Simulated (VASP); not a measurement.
Write the native input for VASP 6.6.1 that does the following.

```yaml
Task: single point
Functional: LDA
Potentials_or_basis: VASP PAW LDA potentials, release 64 (Li_sv, F)
Cutoff: 520 eV
k_mesh: 10 × 10 × 10
Occupations: gaussian, width 0.05 eV
Spin: no spin polarisation
Dipole_correction: no
Further_INCAR_settings: ALGO = Normal; EDIFF = 1e-06; NBANDS = 12
```

The structure of LiF lies in POSCAR:

```
LiF
1.0
    0.0000000000      2.0492450000      2.0140000000
    2.0140000000      0.0000000000      2.0140000000
    2.0140000000      2.0492450000      0.0000000000
Li F
1 1
Direct
    0.0000000000      0.0000000000      0.0000000000
    0.5000000000      0.5000000000      0.5000000000
```

This cell differs from its parent crystal: strain +0.0175 x Voigt [0, 1, 0, 0, 0, 0].

These files were run (other wordings do the same):

INCAR

```
ALGO = Normal
EDIFF = 1E-6
ENCUT = 520
GGA = CA
ISIF = 2
ISMEAR = 0
LASPH = T
LCHARG = F
LREAL = F
LWAVE = F
NBANDS = 12
NELM = 60
PREC = Accurate
SIGMA = 0.05
```

KPOINTS

```
k-points
0
Gamma
  10 10 10
```

Potentials or basis: VASP PAW LDA potentials, release 64 (Li_sv, F).

Run with:

```bash
$ cat potpaw_LDA.64/Li_sv/POTCAR potpaw_LDA.64/F/POTCAR > POTCAR
$ mpirun -np 1 vasp_std > vasp.out
```

It gave:

The band gap on the k mesh is 8.65 eV, direct.

Caveat: the cell differs from its parent crystal (strain +0.0175 x Voigt [0, 1, 0, 0, 0, 0]).

It took 8.2 s on 1 thread of Intel(R) Xeon(R) Platinum 8488C (Sapphire Rapids), on a shared host, peak memory 0.13 GiB.
